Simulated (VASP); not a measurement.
Set up this calculation in VASP 6.6.1, as the native input.

| Quantity | Value |
| --- | --- |
| Task | single point |
| Functional | PBE |
| Potentials or basis | VASP PAW PBE potentials, release 64 (In_d, P) |
| Cutoff | 520 eV |
| k mesh | 1 × 1 × 1 |
| Occupations | gaussian, width 0.02 eV |
| Spin | no spin polarisation |
| Dipole correction | no |
| Further INCAR settings | LREAL = Auto; ALGO = Normal; EDIFF = 1e-06; NBANDS = 276 |

The structure of InP lies in POSCAR:

```
InP
1.0
    0.0000000000      8.9396820441      8.9396820441
    8.9396820441      0.0000000000      8.9396820441
    8.9396820441      8.9396820441      0.0000000000
In P
27 27
Direct
    0.3333333333      0.0000000000      0.0000000000
    0.3333333333      0.0000000000      0.3333333333
    0.3333333333      0.0000000000      0.6666666667
    0.3333333333      0.3333333333      0.0000000000
    0.3333333333      0.3333333333      0.3333333333
    0.3333333333      0.3333333333      0.6666666667
    0.3333333333      0.6666666667      0.0000000000
    0.3333333333      0.6666666667      0.3333333333
    0.3333333333      0.6666666667      0.6666666667
    0.6666666667      0.0000000000      0.0000000000
    0.6666666667      0.0000000000      0.3333333333
    0.6666666667      0.0000000000      0.6666666667
    0.6666666667      0.3333333333      0.0000000000
    0.6666666667      0.3333333333      0.3333333333
    0.6666666667      0.3333333333      0.6666666667
    0.6666666667      0.6666666667      0.0000000000
    0.6666666667      0.6666666667      0.3333333333
    0.6666666667      0.6666666667      0.6666666667
    0.0000000000      0.0000000000      0.0000000000
    0.0000000000      0.0000000000      0.3333333333
    0.0000000000      0.0000000000      0.6666666667
    0.0000000000      0.3333333333      0.0000000000
    0.0000000000      0.3333333333      0.3333333333
    0.0000000000      0.3333333333      0.6666666667
    0.0000000000      0.6666666667      0.0000000000
    0.0000000000      0.6666666667      0.3333333333
    0.0000000000      0.6666666667      0.6666666667
    0.0833333333      0.0833333333      0.0833333333
    0.0833333333      0.0833333333      0.4166666667
    0.0833333333      0.0833333333      0.7500000000
    0.0833333333      0.4166666667      0.0833333333
    0.0833333333      0.4166666667      0.4166666667
    0.0833333333      0.4166666667      0.7500000000
    0.0833333333      0.7500000000      0.0833333333
    0.0833333333      0.7500000000      0.4166666667
    0.0833333333      0.7500000000      0.7500000000
    0.4166666667      0.0833333333      0.0833333333
    0.4166666667      0.0833333333      0.4166666667
    0.4166666667      0.0833333333      0.7500000000
    0.4166666667      0.4166666667      0.0833333333
    0.4166666667      0.4166666667      0.4166666667
    0.4166666667      0.4166666667      0.7500000000
    0.4166666667      0.7500000000      0.0833333333
    0.4166666667      0.7500000000      0.4166666667
    0.4166666667      0.7500000000      0.7500000000
    0.7500000000      0.0833333333      0.0833333333
    0.7500000000      0.0833333333      0.4166666667
    0.7500000000      0.0833333333      0.7500000000
    0.7500000000      0.4166666667      0.0833333333
    0.7500000000      0.4166666667      0.4166666667
    0.7500000000      0.4166666667      0.7500000000
    0.7500000000      0.7500000000      0.0833333333
    0.7500000000      0.7500000000      0.4166666667
    0.7500000000      0.7500000000      0.7500000000
```

The input as run:

INCAR

```
SYSTEM = InP
PREC = Accurate
ENCUT = 520
EDIFF = 1E-6
ISMEAR = 0
SIGMA = 0.02
LREAL = Auto
LASPH = .True.
NELM = 60
ALGO = Normal
ISIF = 2
LWAVE = .False.
LCHARG = .False.
GGA = PE
NBANDS = 276
```

KPOINTS

```
regular mesh
0
Gamma
  1 1 1
  0 0 0
```

Potentials or basis: VASP PAW PBE potentials, release 64 (In_d, P).

Run with:

```console
$ cat potpaw_PBE.64/In_d/POTCAR potpaw_PBE.64/P/POTCAR > POTCAR
$ mpirun -np 1 vasp_gam > vasp.out
```

It gave:

| Item | Value |
| --- | --- |
| Pressure | 0.7 GPa |
| Band gap on the k mesh | 0.40 eV |

Caveat: the k points lie up to 0.61 Å⁻¹ apart; spin-orbit coupling is left out, which moves the levels of the heavy elements.

It took 15 min on 1 thread of AMD EPYC 7R43 64-Core Processor (Zen 3) (shared host), peak memory 1.5 GiB.
